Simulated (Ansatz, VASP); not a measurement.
**One calculation of PtC, two programs**

```
Pt C
1.0
     0.00000    2.23318    2.23318
     2.23318    0.00000    2.23318
     2.23318    2.23318    0.00000
Pt C
1 1
Direct
  0.00000 0.00000 0.00000
  0.50000 0.50000 0.50000
```

Alike in both runs: functional PBE; k mesh 22 × 22 × 22; occupations gaussian, width 0.1 eV; no spin polarisation.

Ansatz relaxed the structure, and its values are those at the end. VASP's run is a single point on that final structure, the one shown.

|  | VASP | Ansatz |
| --- | --- | --- |
| version | VASP 6.6.1 | Ansatz 0.2.0 |
| potentials or method | VASP PAW PBE potentials, release 64 (Pt, C), cutoff 520 eV | scalar-relativistic, plane waves, PAW |
| valence electrons in the cell | 14 | 22 |

|  | VASP | Ansatz | Ansatz less VASP |
| --- | --- | --- | --- |
| gap on the k mesh at the Fermi level (eV) | none | none | - |
| pressure (GPa) | -0.1 | 0.0 | +0.08 |

A gap of «none» marks a metal or a gap that the smearing closes. The functional is the same, so the differences come from potentials, cutoffs and numerics. VASP's potentials hold 14 valence electrons a cell and Ansatz's 22, so a difference there can come from the potentials and not from the codes.

Spin-orbit coupling is off throughout.
